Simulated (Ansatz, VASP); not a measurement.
**LaP in VASP and in Ansatz**

Contents of INCAR:

```
ALGO = Normal
EDIFF = 1E-8
ENCUT = 520
GGA = CA
ISIF = 2
ISMEAR = -1
LASPH = T
LCHARG = F
LEFG = T
LREAL = F
LWAVE = F
NBANDS = 15
NELM = 80
PREC = Accurate
SIGMA = 0.03
```

The input KPOINTS:

```
k-points
0
Gamma
  10 10 10
```

Contents of POSCAR:

```
LaP
1.0
    0.0000000000      3.0521427040      3.0521427040
    3.0521427040      0.0000000000      3.0521427040
    3.0521427040      3.0521427040      0.0000000000
La P
1 1
Direct
    0.0000000000      0.0000000000      0.0000000000
    0.5000000000      0.5000000000      0.5000000000
```

Input for Ansatz:

```yaml
crystal:
  lattice:
    - [0.0, 3.052142704, 3.052142704]
    - [3.052142704, 0.0, 3.052142704]
    - [3.052142704, 3.052142704, 0.0]
  atoms:
    - { symbol: La, position: [0.0, 0.0, 0.0] }
    - { symbol: P, position: [0.5, 0.5, 0.5] }
kpoints:
  mp_grid: { grid: [10, 10, 10] }
scf:
  occupations: { method: fermi_dirac, width: 0.03 }
hamiltonian:
  xc: lda
  pseudopotentials: { kind: all_electron, datasets: crystal }
output:
  forces: true
  stress: true
  eigenvalues: true
  efg: { contact_densities: true }
```

Change from the starting cell: volume scaled by 1.04, crystal datasets.

Alike in both runs: task electric field gradients; functional LDA; k mesh 10 × 10 × 10; occupations fermi-dirac, width 0.03 eV; no spin polarisation.

|  | VASP | Ansatz |
| --- | --- | --- |
| version | VASP 6.6.1 | Ansatz 0.2.0 |
| potentials or method | VASP PAW LDA potentials, release 64 (La, P), cutoff 520 eV | all-electron PAW with datasets made for the crystal, scalar-relativistic |

```tsv
	VASP	Ansatz	Ansatz less VASP
pressure (GPa)	-5.7	-5.7	+0.05
```

LDA's correlation is that of Perdew and Zunger in VASP and of Perdew and Wang (1992) in Ansatz. Ansatz ran all-electron here, and VASP with PAW potentials.

Spin-orbit coupling is off throughout.
